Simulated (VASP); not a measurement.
Set up this calculation in VASP 6.6.1, as the native input.

| Item | Value |
| --- | --- |
| Task | single point |
| Functional | PBEsol |
| Potentials or basis | VASP PAW PBE potentials, release 64 (Ag) |
| Cutoff | 520 eV |
| k mesh | 11 × 11 × 6 |
| Occupations | methfessel-paxton, width 0.1 eV |
| Spin | no spin polarisation |
| Dipole correction | no |
| Further INCAR settings | ALGO = Normal; EDIFF = 1e-06; NBANDS = 18 |

The structure of Ag lies in POSCAR:

```
Ag
1.0
    3.0061377143      0.0000000000      0.0000000000
   -1.5030688571      2.6033916247      0.0000000000
    0.0000000000      0.0000000000      4.9144708707
Ag
2
Direct
    0.3333333333      0.6666666667      0.2500000000
    0.6666666667      0.3333333333      0.7500000000
```

The input as run:

INCAR

```
ALGO = Normal
EDIFF = 1E-6
ENCUT = 520
GGA = PS
ISIF = 2
ISMEAR = 1
LASPH = True
LCHARG = False
LREAL = False
LWAVE = False
NBANDS = 18
NELM = 80
PREC = Accurate
SIGMA = 0.1
```

KPOINTS

```
k-points
0
Gamma
  11 11 6
```

Potentials or basis: VASP PAW PBE potentials, release 64 (Ag).

The run is started by

```sh
$ cat potpaw_PBE.64/Ag/POTCAR > POTCAR
$ mpirun -np 1 vasp_std > vasp.out
```

It gave:

| Item | Value |
| --- | --- |
| Pressure | -11.3 GPa |
| Band gap on the k mesh | zero (band 11 reaches 9.90 eV, above the bottom of band 12 at 3.42 eV) |

Caveat: the PAW data sets were made with another functional, which shifts forces and pressure a little.

It took 40 s on 1 thread of AMD EPYC 7R13 Processor (Zen 3), on a shared host, peak memory 0.15 GiB.
